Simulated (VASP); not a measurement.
Si2W: single point with PBE

Crystal: Si2W.

```
Si W
1.0
    -1.61435    1.61435    3.93689
     1.61435   -1.61435    3.93689
     1.61435    1.61435   -3.93689
Si W
2 1
Direct
  0.33444 0.33444 0.00000
  0.66556 0.66556 0.00000
  0.00000 0.00000 0.00000
```

* Program: VASP 6.6.1
* Task: single point
* Functional: PBE
* Potentials or basis: VASP PAW PBE potentials, release 64 (Si, W_sv)
* Cutoff: 520 eV
* k mesh: 18 × 18 × 18
* Occupations: fermi-dirac, width 0.15 eV
* Spin: no spin polarisation

The pressure is 0.1 GPa. The largest force is 0.003 eV/Å. The band gap on the k mesh is zero (bands 11 and 12 overlap by 1.26 eV).

Forces on the atoms (eV/Å):
```
Si   0.000  0.000 -0.003
Si   0.000  0.000  0.003
W    0.000  0.000  0.000
```

Stress tensor (GPa, compression positive):
```
 0.08  0.00  0.00
 0.00  0.08  0.00
 0.00  0.00 -0.01
```

Levels at points of the mesh, in eV from the Fermi level:
| k point | band 8 | band 9 | band 10 | band 11 | band 12 | band 13 | band 14 | band 15 |
| --- | --- | --- | --- | --- | --- | --- | --- | --- |
| (0.00, 0.00, 0.00) | -3.25 | -2.81 | -2.81 | 0.60 | 2.64 | 2.97 | 3.04 | 3.04 |
| (0.50, 0.00, 0.00) | -4.82 | -2.75 | -2.73 | -0.43 | 2.64 | 2.75 | 3.89 | 4.29 |
| (0.50, 0.50, 0.00) | -5.51 | -4.97 | -3.21 | -1.76 | 2.71 | 2.90 | 3.05 | 3.83 |
| (0.50, 0.50, 0.50) | -2.55 | -0.85 | -0.85 | -0.50 | -0.50 | 0.77 | 4.41 | 4.71 |

It took 12 min on 1 thread of AMD EPYC 7R43 64-Core Processor (Zen 3), on a shared host, peak memory 0.43 GiB.

Caveat: spin-orbit coupling is left out, which moves the levels of the heavy elements.
